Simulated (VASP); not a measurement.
# Si (I4_1/amd) in VASP: settings compared, part 2 of 2

VASP 6.6.1.

### 5 Relaxation of cell and atoms, PBE+D4

The input, INCAR:

```
PREC     = Accurate       # precision mode
ENCUT    = 600            # plane-wave cutoff, eV
EDIFF    = 1E-7           # SCF threshold, eV
ISMEAR   = -1             # smearing method
SIGMA    = 0.05           # smearing width, eV
LREAL    = False          # projectors in reciprocal space
LASPH    = True           # aspherical terms in the spheres
NELM     = 80             # most SCF steps
ALGO     = Normal         # electronic algorithm
ISIF     = 3              # what is computed and relaxed
LWAVE    = False          # write WAVECAR
LCHARG   = False          # write CHGCAR
GGA      = PE             # functional
IVDW     = 13             # dispersion correction
IBRION   = 2              # ionic algorithm
NSW      = 60             # ionic steps
EDIFFG   = -0.01          # ionic threshold
```

The input, KPOINTS:

```
regular mesh
0
Gamma
  11 11 11
```

The input, POSCAR:

```
Si
1.0
   -2.3713723045      2.3713723045      1.3292653899
    2.3713723045     -2.3713723045      1.3292653899
    2.3713723045      2.3713723045     -1.3292653899
Si
2
Direct
    0.5000000000      0.5000000000      0.0000000000
    0.2500000000      0.7500000000      0.5000000000
```

Potentials or basis: VASP PAW PBE potentials, release 64 (Si).

On the command line:

```console
> cat potpaw_PBE.64/Si/POTCAR > POTCAR
> mpirun -np 1 vasp_std > vasp.out
```

OUTCAR:

```text
PREC = Accurate
   ENCUT = 600
   EDIFF = 1E-7
   ISMEAR = -1
   LREAL = False
   LASPH = True
   NELM = 80
   ISIF = 3
   GGA = PE
   IVDW = 13
   IBRION = 2
   NSW = 60
   EDIFFG = -0.01

 ion  position               nearest neighbor table
   1  0.500  0.500  0.000-   2 2.46   2 2.46   2 2.46   2 2.46   2 3.10   2 3.10   2 3.10   2 3.10

   2  0.250  0.750  0.500-   1 2.46   1 2.46   1 2.46   1 2.46   1 3.10   1 3.10   1 3.10   1 3.10

  LATTYP: Found a body centered tetragonal cell.
 ALAT       =     4.7427446090
 C/A-ratio  =     0.5605468983

  Lattice vectors:

 A1 = (  -2.3713723045,   2.3713723045,   1.3292653899)
 A2 = (   2.3713723045,  -2.3713723045,   1.3292653899)
 A3 = (   2.3713723045,   2.3713723045,  -1.3292653899)

Analysis of symmetry for initial positions (statically):
=====================================================================
 Subroutine PRICEL returns:
 Original cell was already a primitive cell.

[... 377 lines left out ...]
  ---------------------------------------------------
  ext. energy  EPLUGINS =         0.00000000
  ---------------------------------------------------
  free energy    TOTEN  =       -10.24953551 eV

  energy without entropy =      -10.24331448  energy(sigma->0) =      -10.24642500

 E-fermi :   9.5718     XC(G=0): -11.0349

 val. band max:        9.5296863218   @ k =   0.2727   0.0000  -0.0000
 cond. band min:       9.5798201210   @ k =   0.4545   0.3636   0.0000
 fundamental gap:      0.0501337992
 Fermi energy:         9.5717856357

 k-point     1 :       0.0000    0.0000    0.0000
  band No.  band energies     occupation
      1      -4.4647      2.00000
      2       6.8468      2.00000
      3       6.8468      2.00000
      4       7.2242      2.00000
      5      10.9166      0.00000
      6      17.2970      0.00000
      7      18.4628      0.00000
      8      18.4628      0.00000
[... 243 lines left out ...]
 k-point    24 :      -0.1818    0.1818    0.0000
  band No.  band energies     occupation
      1      -4.0513      2.00000
      2       3.6214      2.00000
      3       7.2241      2.00000
      4       9.0546      1.99994
      5      13.3635      0.00000
      6      14.3467      0.00000
      7      16.3137      0.00000
      8      19.3442      0.00000

 [... further k-points ...]

------------------------ aborting loop because EDIFF is reached ----------------------------------------

  DFT-D4 for vdW energy calculation

  Edisp (eV):   -0.87207
[... 25 lines left out ...]
  FREE ENERGIE OF THE ION-ELECTRON SYSTEM (eV)
  ---------------------------------------------------
  free  energy   TOTEN  =       -11.1216034720 eV

  energy  without entropy=      -11.1153824404  energy(sigma->0) =      -11.11849296

 reached required accuracy - stopping structural energy minimisation
```

OSZICAR:

```text
N       E                     dE             d eps       ncg     rms          rms(c)
DAV:   1     0.612376324090E+01    0.61238E+01   -0.38443E+03  2016   0.943E+02
[... 72 lines left out ...]
DAV:   6    -0.102515378202E+02    0.38337E-07   -0.85992E-09  1120   0.833E-04
   9 F= -.11121522E+02 E0= -.11118386E+02  d E =0.485537E-04
       N       E                     dE             d eps       ncg     rms          rms(c)
DAV:   1    -0.102495650057E+02    0.19729E-02   -0.18794E-03  2872   0.257E-01    0.389E-02
DAV:   2    -0.102495455740E+02    0.19432E-04   -0.26119E-05  2368   0.417E-02    0.230E-02
DAV:   3    -0.102495354545E+02    0.10120E-04   -0.18481E-05  2568   0.251E-02    0.714E-03
DAV:   4    -0.102495355129E+02   -0.58392E-07   -0.18388E-07  2720   0.405E-03
  10 F= -.11121603E+02 E0= -.11118493E+02  d E =-.326558E-04
```

Wall time 5.7 min (1 thread of Intel Xeon 8259CL, shared host); peak memory 0.18 GiB.

What came out:

| Property | Result |
| --- | --- |
| Free energy | -11.1216 eV |
| Relaxed volume | 14.76 Å³/atom |
| Relaxed cell | a = 3.623 Å, b = 3.623 Å, c = 3.623 Å, α = 97.24°, β = 97.24°, γ = 138.40° |
| Space group after relaxing (to 0.1 Å) | I4_1/amd (No. 141) |
| Energy gained by relaxing | 5.0 meV/atom |
| Ionic steps | 10 |
| Pressure after relaxing | 0.0 GPa |
| Band gap on the k mesh | zero (bands 4 and 5 overlap by 5.73 eV) |
| Dispersion energy per atom | -0.436 eV |

The path:
```tsv
step	energy change (eV)	largest force (eV/Å)	pressure (GPa)	volume (Å³)
1	0.0000	0.0000	-1.04	29.90
2	-0.0023	0.0000	0.48	29.48
3	-0.0023	0.0000	0.57	29.46
4	-0.0046	0.0000	0.47	29.47
5	-0.0085	0.0000	0.17	29.48
6	-0.0089	0.0000	0.33	29.48
7	-0.0099	0.0000	0.22	29.48
8	-0.0099	0.0000	0.22	29.48
9	-0.0099	0.0000	-0.27	29.60
10	-0.0100	0.0000	0.03	29.53
```

Final structure:
```yaml
crystal:
  lattice:
    - [-2.39520, 2.39520, 1.28670]
    - [2.39520, -2.39520, 1.28670]
    - [2.39520, 2.39520, -1.28670]
  atoms:
    - { symbol: Si, position: [0.50000, 0.50000, 0.00000] }
    - { symbol: Si, position: [0.25000, 0.75000, 0.50000] }
```

Levels at points of the mesh, in eV from the Fermi level:
| k point | band 1 | band 2 | band 3 | band 4 | band 5 | band 6 | band 7 | band 8 |
| --- | --- | --- | --- | --- | --- | --- | --- | --- |
| (0.00, 0.00, 0.00) | -14.04 | -2.72 | -2.72 | -2.35 | 1.34 | 7.73 | 8.89 | 8.89 |

### 6 Relaxation of cell and atoms, RPBE+D4

The input, INCAR:

```
ALGO = Normal ; EDIFF = 1E-6
EDIFFG = -0.01 ; ENCUT = 600
GGA = RP ; IBRION = 2
ISIF = 3 ; ISMEAR = -1
IVDW = 13 ; LASPH = T
LCHARG = F ; LREAL = F
LWAVE = F ; NELM = 100
NSW = 60 ; PREC = Accurate
SIGMA = 0.05
```

The input, KPOINTS:

```
k-points
0
Gamma
  11 11 11
```

POSCAR is that of step 5.

Potentials or basis: VASP PAW PBE potentials, release 64 (Si).

On the command line:

```console
> cat potpaw_PBE.64/Si/POTCAR > POTCAR
> mpirun -np 1 vasp_std > vasp.out
```

OUTCAR:

```text
EDIFF = 1E-6
   EDIFFG = -0.01
   ENCUT = 600
   GGA = RP
   IBRION = 2
   ISIF = 3
   ISMEAR = -1
   IVDW = 13
   LASPH = T
   LREAL = F
   NELM = 100
   NSW = 60
   PREC = Accurate

 ion  position               nearest neighbor table
   1  0.500  0.500  0.000-   2 2.46   2 2.46   2 2.46   2 2.46   2 3.10   2 3.10   2 3.10   2 3.10

   2  0.250  0.750  0.500-   1 2.46   1 2.46   1 2.46   1 2.46   1 3.10   1 3.10   1 3.10   1 3.10

  LATTYP: Found a body centered tetragonal cell.
 ALAT       =     4.7427446090
 C/A-ratio  =     0.5605468983

  Lattice vectors:

 A1 = (  -2.3713723045,   2.3713723045,   1.3292653899)
 A2 = (   2.3713723045,  -2.3713723045,   1.3292653899)
 A3 = (   2.3713723045,   2.3713723045,  -1.3292653899)

Analysis of symmetry for initial positions (statically):
=====================================================================
 Subroutine PRICEL returns:
 Original cell was already a primitive cell.

 Routine SETGRP: Setting up the symmetry group for a
 body centered tetragonal supercell.

 Subroutine GETGRP returns: Found 16 space group operations
 (whereof  8 operations were pure point group operations)
 out of a pool of 16 trial point group operations.

The static configuration has the point symmetry D_2d.
 The point group associated with its full space group is D_4h.

Analysis of symmetry for dynamics (positions and initial velocities):
=====================================================================
 Subroutine PRICEL returns:
 Original cell was already a primitive cell.

 Routine SETGRP: Setting up the symmetry group for a
 body centered tetragonal supercell.

 Subroutine GETGRP returns: Found 16 space group operations
 (whereof  8 operations were pure point group operations)
 out of a pool of 16 trial point group operations.

The dynamic configuration has the point symmetry D_2d.
 The point group associated with its full space group is D_4h.

 Subroutine INISYM returns: Found 16 space group operations
 (whereof  8 operations are pure point group operations),
 and found     1 'primitive' translations

----------------------------------------------------------------------------------------
[... 123 lines left out ...]
   LRPA    =     F    only Hartree local field effects (RPA)
 conjugate gradient relaxation of ions
 non-spin polarized calculation
  energy-cutoff  :      600.00
  volume of cell :       29.90
 maximum number of plane-waves:      1010
 NGX is ok and might be reduce to    30
   NGX = 15   NGY = 15   NGZ = 15

--------------------------------------- Ionic step        1  -------------------------------------------

 number of electron       8.0000000 magnetization

 Free energy of the ion-electron system (eV)
  ---------------------------------------------------
  ext. energy  EPLUGINS =         0.00000000
  ---------------------------------------------------
  free energy    TOTEN  =        -9.65486297 eV

  energy without entropy =       -9.64803311  energy(sigma->0) =       -9.65144804

------------------------ aborting loop because EDIFF is reached ----------------------------------------

  DFT-D4 for vdW energy calculation

  Edisp (eV):   -1.79516
[... 105 lines left out ...]
  FREE ENERGIE OF THE ION-ELECTRON SYSTEM (eV)
  ---------------------------------------------------
  free  energy   TOTEN  =       -11.4690341432 eV

  energy  without entropy=      -11.4624708647  energy(sigma->0) =      -11.46575250

[... ionic steps 4 to 8 ...]

--------------------------------------- Ionic step        9  -------------------------------------------

 number of electron       8.0000000 magnetization

------------------------ aborting loop because EDIFF is reached ----------------------------------------
[... 35 lines left out ...]
--------------------------------------- Ionic step       10  -------------------------------------------

 number of electron       8.0000000 magnetization

 E-fermi :   9.9666     XC(G=0): -11.1182

 val. band max:        9.9516866299   @ k =   0.4545   0.3636   0.0000
 cond. band min:      10.0118670940   @ k =   0.4545   0.3636   0.0909
 fundamental gap:      0.0601804641
 Fermi energy:         9.9666123070

 k-point     1 :       0.0000    0.0000    0.0000
  band No.  band energies     occupation
      1      -4.2922      2.00000
      2       7.1611      2.00000
      3       7.1611      2.00000
      4       7.6912      2.00000
      5      11.1468      0.00000
      6      17.6923      0.00000
      7      19.0796      0.00000
      8      19.0796      0.00000
[... 292 lines left out ...]
--------------------------------------- Ionic step       11  -------------------------------------------

 number of electron       8.0000000 magnetization

 Free energy of the ion-electron system (eV)
  ---------------------------------------------------
  ext. energy  EPLUGINS =         0.00000000
  ---------------------------------------------------
  free energy    TOTEN  =        -9.61034869 eV

  energy without entropy =       -9.60470344  energy(sigma->0) =       -9.60752607

 E-fermi :  10.0522     XC(G=0): -11.1443

 val. band max:       10.0422094020   @ k =   0.4545   0.3636   0.0000
 cond. band min:      10.1001654500   @ k =   0.4545   0.3636   0.0909
 fundamental gap:      0.0579560480
 Fermi energy:        10.0521929911

 k-point     1 :       0.0000    0.0000    0.0000
  band No.  band energies     occupation
      1      -4.2651      2.00000
      2       7.2400      2.00000
      3       7.2400      2.00000
      4       7.8196      2.00000
      5      11.2077      0.00000
      6      17.7930      0.00000
      7      19.2357      0.00000
      8      19.2357      0.00000
[... 286 lines left out ...]
  FREE ENERGIE OF THE ION-ELECTRON SYSTEM (eV)
  ---------------------------------------------------
  free  energy   TOTEN  =       -11.4778310467 eV

  energy  without entropy=      -11.4721857927  energy(sigma->0) =      -11.47500842

 reached required accuracy - stopping structural energy minimisation
```

Wall time 5.3 min (1 thread of Intel Xeon 8259CL, shared host); peak memory 0.18 GiB.

What came out:

```
Free energy                           : -11.4778 eV
Relaxed volume                        : 14.32 Å³/atom
Relaxed cell                          : a = 3.588 Å, b = 3.588 Å, c = 3.588 Å, α = 97.22°, β = 97.22°, γ = 138.46°
Space group after relaxing (to 0.1 Å) : I4_1/amd (No. 141)
Energy gained by relaxing             : 13.9 meV/atom
Ionic steps                           : 11
Pressure after relaxing               : 0.0 GPa
Band gap on the k mesh                : zero (bands 4 and 5 overlap by 5.89 eV)
Dispersion energy per atom            : -0.934 eV
```

The path:
```tsv
step	energy change (eV)	largest force (eV/Å)	pressure (GPa)	volume (Å³)
1	0.0000	0.0000	-4.68	29.90
2	-0.0133	0.0000	3.21	28.05
3	-0.0190	0.0000	0.23	28.68
4	-0.0218	0.0000	0.21	28.64
5	-0.0265	0.0000	0.52	28.55
6	-0.0104	0.0000	1.35	28.37
7	-0.0275	0.0000	0.59	28.53
8	-0.0276	0.0000	0.62	28.52
9	-0.0276	0.0000	0.61	28.52
10	-0.0273	0.0000	-0.80	28.82
11	-0.0278	0.0000	0.03	28.64
```

Final structure:
```xyz
2
Lattice="-2.3723 2.3723 1.2723 2.3723 -2.3723 1.2723 2.3723 2.3723 -1.2723" Properties=species:S:1:pos:R:3 pbc="T T T"
Si    0.0000    0.0000    1.2723
Si    2.3723    0.0000    0.6362
```

Caveat: the PAW data sets were made with another functional, which shifts forces and pressure a little.

### 7 Overview

| level | gap on the mesh (eV) | pressure (GPa) | relaxed volume (Å³/atom) |
| --- | --- | --- | --- |
| PBEsol | none | 0.0 | 15.01 |
| BLYP | none | 0.0 | 16.65 |
| PBE+D3(BJ) | none | 0.0 | 14.73 |
| PBE+D4 | none | 0.0 | 14.76 |
| RPBE+D4 | none | 0.0 | 14.32 |

Alike in all rows: task relaxation of cell and atoms; potentials or basis VASP PAW PBE potentials, release 64 (Si); no spin polarisation; cell relaxed; k mesh 11 × 11 × 11; cutoff (eV) 600; smearing fermi-dirac 0.05 eV.

Caveats: the PAW data sets were made with another functional, which shifts forces and pressure a little (at least some runs).

Total energies depend on the potentials used, so only differences within one code and one set of settings carry meaning.

The gap in the log of VASP goes by the Fermi energy; the results here count the filled bands.